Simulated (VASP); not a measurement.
A run of VASP 6.6.1 is set up as follows.

File INCAR:

```
SYSTEM = Sn
ALGO     = Fast           ! electronic algorithm
DIPOL    = 0.5 0.5 0.500
EDIFF    = 1E-6           ! SCF threshold, eV
ENCUT    = 520            ! plane-wave cutoff, eV
GGA      = PE             ! functional
IDIPOL   = 3            
ISIF     = 2              ! what is computed and relaxed
ISMEAR   = 0              ! smearing method
LASPH    = .True.         ! aspherical terms in the spheres
LCHARG   = .False.        ! write CHGCAR
LDIPOL   = .True.       
LREAL    = .False.        ! projectors in reciprocal space
LWAVE    = .False.        ! write WAVECAR
NBANDS   = 58             ! bands
NELM     = 60             ! most SCF steps
PREC     = Accurate       ! precision mode
SIGMA    = 0.1            ! smearing width, eV
```

The input KPOINTS:

```
k-points
0
Gamma
  8 8 1
  0 0 0
```

The input POSCAR:

```
Sn
1.0
    4.7067117294      0.0000000000      0.0000000000
    0.0000000000      4.7067117294      0.0000000000
    0.0000000000      0.0000000000     24.9844433429
Sn
7
Direct
    0.0000000000      0.0000000000      0.2992180397
    0.5000000000      0.0000000000      0.3667418560
    0.5000000000      0.5000000000      0.4335943685
    0.0000000000      0.5000000000      0.4999999984
    0.0000000000      0.0000000000      0.5664056276
    0.5000000000      0.0000000000      0.6332581403
    0.5000000000      0.5000000000      0.7007819695
```

Potentials or basis: VASP PAW PBE potentials, release 64 (Sn_d).

Command:

```sh
$ cat potpaw_PBE.64/Sn_d/POTCAR > POTCAR
$ mpirun -np 1 vasp_std > vasp.out
```

**Question.** Predict the largest force.

**Answer.** 0.003 eV/Å.

**Question.** What does it give for the band gap on the k mesh?

**Answer.** Zero (bands 49 and 50 overlap by 0.81 eV).

Forces in eV/Å, atoms in the order of the input:
```
Sn   0.000  0.000 -0.003
Sn   0.000  0.000  0.000
Sn   0.000  0.000  0.000
Sn   0.000  0.000  0.000
Sn   0.000  0.000  0.000
Sn   0.000  0.000  0.000
Sn   0.000  0.000  0.003
```

Caveat: spin-orbit coupling is left out, which moves the levels of the heavy elements.
